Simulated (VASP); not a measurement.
Write the native input for VASP 6.6.1 that does the following.

| Quantity | Value |
| --- | --- |
| Task | relaxation of cell and atoms |
| Functional | PBE |
| Potentials or basis | VASP PAW PBE potentials, release 64 (Si, Ge_d) |
| Cutoff | 600 eV |
| k mesh | 6 × 6 × 2 |
| Occupations | gaussian, width 0.1 eV |
| Spin | no spin polarisation |
| Dipole correction | no |
| Further INCAR settings | ALGO = Normal; EDIFF = 1e-06; IBRION = 2; EDIFFG = -0.04; NSW = 90; ISIF = 3 |

The structure of Si3Ge lies in POSCAR:

```
Si3Ge
1.0
    3.4831843500      0.0000000000      0.0000000000
   -1.7415921800      3.0165261300      0.0000000000
    0.0000000000      0.0000000000      7.6630055700
Si Ge
3 1
Direct
    0.0000000000      0.0000000000      0.7500000000
    0.3333333300      0.6666666700      0.0000000000
    0.0000000000      0.0000000000      0.2500000000
    0.6666666700      0.3333333300      0.5000000000
```

The cell was generated, and may not be a known phase.

The input as run:

INCAR

```
SYSTEM = Si3Ge
PREC = Accurate ; ENCUT = 600
EDIFF = 1E-6 ; ISMEAR = 0
SIGMA = 0.1 ; LREAL = .False.
LASPH = .True. ; NELM = 80
ALGO = Normal ; ISIF = 3
LWAVE = .False. ; LCHARG = .False.
GGA = PE ; IBRION = 2
NSW = 90 ; EDIFFG = -0.04
```

KPOINTS

```
regular mesh
0
Gamma
  6 6 2
  0 0 0
```

Potentials or basis: VASP PAW PBE potentials, release 64 (Si, Ge_d).

Launch:

```sh
$ cat potpaw_PBE.64/Si/POTCAR potpaw_PBE.64/Ge_d/POTCAR > POTCAR
$ mpirun -np 1 vasp_std > vasp.out
```

Results of the run:

* Relaxed volume: 17.15 Å³/atom
* Relaxed cell: a = 3.647 Å, b = 3.647 Å, c = 5.955 Å, α = 90.00°, β = 90.00°, γ = 120.00°
* Space group after relaxing (to 0.1 Å): P-6m2 (No. 187)
* Energy gained by relaxing: 341.6 meV/atom
* Ionic steps: 13
* Pressure after relaxing: 0.1 GPa
* Largest force after relaxing: 0.023 eV/Å
* Band gap on the k mesh: zero (bands 13 and 14 overlap by 4.14 eV)

Caveat: the k points lie up to 0.53 Å⁻¹ apart in the final cell, too coarse for converged energies and pressures of a metal; a cell axis changed by over 15 % at a fixed basis, so the end point is rough.

Wall time 5.1 min on 1 thread of Intel Xeon 8259CL (shared host), peak memory 0.23 GiB.
